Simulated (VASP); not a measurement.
# Al3Cl (R-3c) in VASP: single point with PBE

Aim: the single point of Al3Cl with PBE.

All numbers are computed with VASP 6.6.1; they aren't measurements. Logs are shortened: lines on timing, memory, paths and dates and some standing lists are left out, and cuts for length are marked.

**1. The cell of the first run**

It takes space group R-3c (No. 167, trigonal). Conventional cell: a = 8.443 Å, b = 8.443 Å, c = 7.701 Å, α = 90.00°, β = 90.00°, γ = 120.00°. Within 3.4 Å of Al (site symmetry 2) lie 8 Al at 2.61 to 3.38 Å and 2 Cl at 2.76 Å. Within 3.6 Å of Cl (site symmetry -3) lie 6 Al at 2.76 Å.

**2. Single point, PBE**

Contents of INCAR:

```
SYSTEM = Al3Cl
PREC     = Accurate       ! precision mode
ENCUT    = 500            ! plane-wave cutoff, eV
EDIFF    = 1E-6           ! SCF threshold, eV
ISMEAR   = 0              ! smearing method
SIGMA    = 0.2            ! smearing width, eV
LREAL    = .False.        ! projectors in reciprocal space
LASPH    = .True.         ! aspherical terms in the spheres
NELM     = 120            ! most SCF steps
ALGO     = Normal         ! electronic algorithm
ISIF     = 2              ! what is computed and relaxed
LWAVE    = .False.        ! write WAVECAR
LCHARG   = .False.        ! write CHGCAR
GGA      = PE             ! functional
NBANDS   = 26             ! bands
GGA_COMPAT= .False.
```

Contents of KPOINTS:

```
Automatic mesh
0
Gamma
  3 3 3
  0 0 0
```

Contents of POSCAR:

```
Al3Cl
1.0
    4.2212596388      2.4371453888      2.5669860514
   -4.2212596388      2.4371453888      2.5669860514
    0.0000000000     -4.8742907775      2.5669860514
Al Cl
6 2
Direct
    0.6162558861      0.8837441139      0.2500000000
    0.2500000000      0.6162558861      0.8837441139
    0.8837441139      0.2500000000      0.6162558861
    0.3837441139      0.1162558861      0.7500000000
    0.7500000000      0.3837441139      0.1162558861
    0.1162558861      0.7500000000      0.3837441139
    0.0000000000      0.0000000000      0.0000000000
    0.5000000000      0.5000000000      0.5000000000
```

Potentials or basis: VASP PAW PBE potentials, release 64 (Al, Cl).

On the command line:

```console
cat potpaw_PBE.64/Al/POTCAR potpaw_PBE.64/Cl/POTCAR > POTCAR
mpirun -np 1 vasp_std > vasp.out
```

OUTCAR:

```text
SYSTEM = Al3Cl
   PREC = Accurate
   ENCUT = 500
   EDIFF = 1E-6
   ISMEAR = 0
   LREAL = .False.
   LASPH = .True.
   NELM = 120
   ISIF = 2
   GGA = PE

 ion  position               nearest neighbor table
   1  0.616  0.884  0.250-   2 2.61   3 2.61   7 2.76   8 2.76   6 2.98   5 2.98   5 2.98   6 2.98

   2  0.250  0.616  0.884-   1 2.61   3 2.61   8 2.76   7 2.76   6 2.98   6 2.98   4 2.98   4 2.98

   3  0.884  0.250  0.616-   1 2.61   2 2.61   7 2.76   8 2.76   5 2.98   5 2.98   4 2.98   4 2.98

   4  0.384  0.116  0.750-   5 2.61   6 2.61   7 2.76   8 2.76   2 2.98   3 2.98   2 2.98   3 2.98

   5  0.750  0.384  0.116-   4 2.61   6 2.61   8 2.76   7 2.76   3 2.98   3 2.98   1 2.98   1 2.98

   6  0.116  0.750  0.384-   4 2.61   5 2.61   7 2.76   8 2.76   2 2.98   2 2.98   1 2.98   1 2.98

   7  0.000  0.000  0.000-   3 2.76   6 2.76   4 2.76   1 2.76   5 2.76   2 2.76
   8  0.500  0.500  0.500-   2 2.76   5 2.76   4 2.76   1 2.76   3 2.76   6 2.76

  LATTYP: Found a trigonal (rhomboedric) cell.
 ALAT       =     5.5089135020
 COS(alpha) =    -0.1743085408

  Lattice vectors:

 A1 = (   4.2212596388,   2.4371453888,   2.5669860514)
 A2 = (  -4.2212596388,   2.4371453888,   2.5669860514)
 A3 = (   0.0000000000,  -4.8742907775,   2.5669860514)

Analysis of symmetry for initial positions (statically):
=====================================================================
 Subroutine PRICEL returns:
 Original cell was already a primitive cell.

 Routine SETGRP: Setting up the symmetry group for a
 trigonal (rhombohedral) supercell.

 Subroutine GETGRP returns: Found 12 space group operations
 (whereof  6 operations were pure point group operations)
 out of a pool of 12 trial point group operations.

The static configuration has the point symmetry S_6 .
 The point group associated with its full space group is D_3d.

Analysis of symmetry for dynamics (positions and initial velocities):
=====================================================================
 Subroutine PRICEL returns:
 Original cell was already a primitive cell.

 Routine SETGRP: Setting up the symmetry group for a
 trigonal (rhombohedral) supercell.

 Subroutine GETGRP returns: Found 12 space group operations
 (whereof  6 operations were pure point group operations)
 out of a pool of 12 trial point group operations.

The dynamic configuration has the point symmetry S_6 .
 The point group associated with its full space group is D_3d.

[... 94 lines left out ...]
   NSW    =      0    number of steps for IOM
   IBRION =     -1    ionic relax: 0-MD 1-quasi-New 2-CG
   NFREE  =      0    steps in history (QN), initial steepest desc. (CG)
   ISIF   =      2    stress and relaxation
   ISYM   =      2    0-nonsym 1-usesym 2-fastsym
   POTIM  = 0.5000    time-step for ionic-motion
   TEBEG  =    0.0;   TEEND  =   0.0 temperature during run
   PSTRESS=    0.0 pullay stress
   NELECT =      32.0000    total number of electrons
   NUPDOWN=      -1.0000    fix difference up-down
   EMIN   =  10.00;   EMAX   =-10.00  energy-range for DOS
   EFERMI =   0.00;   METHOD = LEGACY
   ISMEAR =     0;   SIGMA  =   0.20  broadening in eV -4-tet -1-fermi 0-gaus
   EFERMI_NEDOS =   21; number of points for ismear=-14 and -15
   IALGO  =     38    algorithm
   IMIX   =      4    mixing-type and parameters
     AMIX     =   0.40;   BMIX     =  1.00
     AMIX_MAG =   1.60;   BMIX_MAG =  1.00
  volume/ion in A,a.u.               =      19.81       133.66
  Fermi-wavevector in a.u.,A,eV,Ry     =   0.960488  1.815060 12.551888  0.922538
  Thomas-Fermi vector in A             =   2.089777
   LORBIT       =      0    0 simple, 1 ext, 2 COOP (PROOUT), +10 PAW based schemes
   GGA     = PE    functional components
   LHFCALC =     F    Hartree Fock is set to
   AEXX    =    0.0000 exact exchange contribution
   IVDW    =     0    specifies the selected vdW correction
   LEPSILON=     F    determine dielectric tensor
   LRPA    =     F    only Hartree local field effects (RPA)
 non-spin polarized calculation
 Gauss-broadening in eV      SIGMA  =   0.20
  energy-cutoff  :      500.00
  volume of cell :      158.45
 maximum number of plane-waves:      4039
   NGX = 21   NGY = 21   NGZ = 21

 number of electron      31.9999995 magnetization

 Free energy of the ion-electron system (eV)
  ---------------------------------------------------
  ext. energy  EPLUGINS =         0.00000000
  ---------------------------------------------------
  free energy    TOTEN  =       -26.28395406 eV

  energy without entropy =      -26.24873884  energy(sigma->0) =      -26.26634645

 E-fermi :   5.9187     XC(G=0):  -9.4884

 val. band max:        5.6934426954   @ k =  -0.3333   0.3333   0.3333
 cond. band min:       5.9563936419   @ k =   0.3333   0.3333   0.0000
 fundamental gap:      0.2629509465
 Fermi energy:         5.9186763783

 k-point     1 :       0.0000    0.0000    0.0000
  band No.  band energies     occupation
      1     -10.8395      2.00000
      2     -10.5829      2.00000
      3      -2.0149      2.00000
      4      -1.1305      2.00000
      5      -1.1305      2.00000
      6       0.0681      2.00000
[... 163 lines left out ...]
     25      10.9458      0.00000
     26      11.0432      0.00000

------------------------ aborting loop because EDIFF is reached ----------------------------------------

  FORCE on cell =-STRESS in cart. coord.  units (eV):
  Direction    XX          YY          ZZ          XY          YZ          ZX
  --------------------------------------------------------------------------------------
  -------------------------------------------------------------------------------------
  Total        0.3826861      0.3826861     -0.2334222     -0.0000000     -0.0000000      0.0000000
  in kB        3.8695012      3.8695012     -2.3602306     -0.0000000     -0.0000000      0.0000000
  external PRESSURE =       1.7929239 kB  Pullay stress =       0.0000000 kB

 VOLUME and BASIS-vectors are now :
 -----------------------------------------------------------------------------
  energy-cutoff  :      500.00
  volume of cell :      158.45
      direct lattice vectors                 reciprocal lattice vectors
     4.221259639  2.437145389  2.566986051     0.118448056  0.068386017  0.129853971
    -4.221259639  2.437145389  2.566986051    -0.118448056  0.068386017  0.129853971
     0.000000000 -4.874290777  2.566986051     0.000000000 -0.136772035  0.129853971

 POSITION                                       TOTAL-FORCE (eV/Angst)
 -----------------------------------------------------------------------------------
     -1.12914      2.43715      4.49223         0.019771      0.000000      0.000000
     -1.54606     -2.19643      4.49223        -0.009885      0.017122     -0.000000
      2.67520     -0.24071      4.49223        -0.009885     -0.017122     -0.000000
      1.12914     -2.43715      3.20873        -0.019771      0.000000      0.000000
      1.54606      2.19643      3.20873         0.009885     -0.017122     -0.000000
     -2.67520      0.24071      3.20873         0.009885      0.017122     -0.000000
      0.00000      0.00000      0.00000         0.000000      0.000000     -0.000000
      0.00000      0.00000      3.85048         0.000000     -0.000000     -0.000000
 -----------------------------------------------------------------------------------
    total drift:                                0.000000      0.000000     -0.000000

  FREE ENERGIE OF THE ION-ELECTRON SYSTEM (eV)
  ---------------------------------------------------
  free  energy   TOTEN  =       -26.2839540550 eV

  energy  without entropy=      -26.2487388412  energy(sigma->0) =      -26.26634645
```

Wall time 17 s (1 thread of Intel Xeon 6975P-C, shared host); peak memory 0.24 GiB.

Results:

```
Free energy            : -26.2840 eV
Pressure               : 0.2 GPa
Largest force          : 0.020 eV/Å
Band gap on the k mesh : zero (band 16 reaches 6.28 eV, above the bottom of band 17 at 5.61 eV)
```

Forces on the atoms (eV/Å):
```
Al   0.020  0.000  0.000
Al  -0.010  0.017  0.000
Al  -0.010 -0.017  0.000
Al  -0.020  0.000  0.000
Al   0.010 -0.017  0.000
Al   0.010  0.017  0.000
Cl   0.000  0.000  0.000
Cl   0.000  0.000  0.000
```

Levels at points of the mesh, in eV from the Fermi level:
```
           k point  band 14  band 15  band 16  band 17  band 18  band 19
(0.00, 0.00, 0.00)    -1.99    -1.74    -1.74     0.50     0.55     2.44
```

Caveat: the k points lie up to 0.39 Å⁻¹ apart.
